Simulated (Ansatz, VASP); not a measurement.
**SnSe: VASP beside Ansatz**

```xyz
2
Lattice="-0.1654 2.9568 2.9568 2.9568 -0.1654 2.9568 2.9568 2.9568 -0.1654" Properties=species:S:1:pos:R:3 pbc="T T T"
Sn    0.0000    0.0000    0.0000
Se    2.8740    2.8740    2.8740
```

Change from the starting cell: epitaxial_111 strain +4.0%.

Alike in both runs: task single point; functional r2SCAN; k mesh 8 × 8 × 8; occupations fermi-dirac, width 0.02 eV; no spin polarisation.

|  | VASP | Ansatz |
| --- | --- | --- |
| version | VASP 6.6.1 | Ansatz 0.2.0 |
| potentials or method | VASP PAW PBE potentials, release 64 (Sn_d, Se) | plane waves, PAW |
| plane-wave cutoff (eV) | 520 | 500 |
| valence electrons in the cell | 20 | 30 |

```tsv
	VASP	Ansatz	Ansatz less VASP
pressure (GPa)	-1.5	-1.5	0.00
traceless stress, the component that is largest in VASP (GPa)	0.95	0.95	+0.001
```

VASP's potentials were made for PBE, not for r2SCAN. VASP's potentials hold 20 valence electrons a cell and Ansatz's 30, so a difference there can come from the potentials and not from the codes.
